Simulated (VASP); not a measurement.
Here is a VASP 6.6.1 calculation.

INCAR

```
PREC = Accurate
ENCUT = 600
EDIFF = 1E-7
ISMEAR = 0
SIGMA = 0.1
LREAL = F
LASPH = T
NELM = 60
ALGO = Normal
ISIF = 3
LWAVE = F
LCHARG = F
GGA = PS
IBRION = 2
NSW = 100
EDIFFG = -0.005
```

The input KPOINTS:

```
Automatic mesh
0
Gamma
  18 18 14
```

POSCAR

```
WC
1.0
    2.9065000000      0.0000000000      0.0000000000
   -1.4532500000      2.5171028361      0.0000000000
    0.0000000000      0.0000000000      2.8366000000
W C
1 1
Direct
    0.0000000000      0.0000000000      0.0000000000
    0.6666666667      0.3333333333      0.5000000000
```

Potentials or basis: VASP PAW PBE potentials, release 64 (W_sv, C).

The run is started by

```sh
$ cat potpaw_PBE.64/W_sv/POTCAR potpaw_PBE.64/C/POTCAR > POTCAR
$ mpirun -np 1 vasp_std > vasp.out
```

Question: Estimate the relaxed cell.

Answer: a = 2.901 Å, b = 2.901 Å, c = 2.831 Å, α = 90.00°, β = 90.00°, γ = 120.00°.

Question: What does it give for the band gap on the k mesh?

Answer: Zero (bands 9 and 10 overlap by 1.24 eV).

Question: Estimate the relaxed volume.

Answer: 10.32 Å³/atom.

Final structure:
```cif
data_structure
_symmetry_space_group_name_H-M 'P 1'
_symmetry_Int_Tables_number 1
_cell_length_a 2.9009
_cell_length_b 2.9009
_cell_length_c 2.8308
_cell_angle_alpha 90.000
_cell_angle_beta 90.000
_cell_angle_gamma 120.000
_cell_volume 20.63
loop_
_atom_site_label
_atom_site_type_symbol
_atom_site_fract_x
_atom_site_fract_y
_atom_site_fract_z
_atom_site_occupancy
W1 W 0.00000 0.00000 0.00000 1
C1 C 0.66667 0.33333 0.50000 1
```

Caveat: the PAW data sets were made with another functional, which shifts forces and pressure a little; spin-orbit coupling is left out, which moves the levels of the heavy elements.
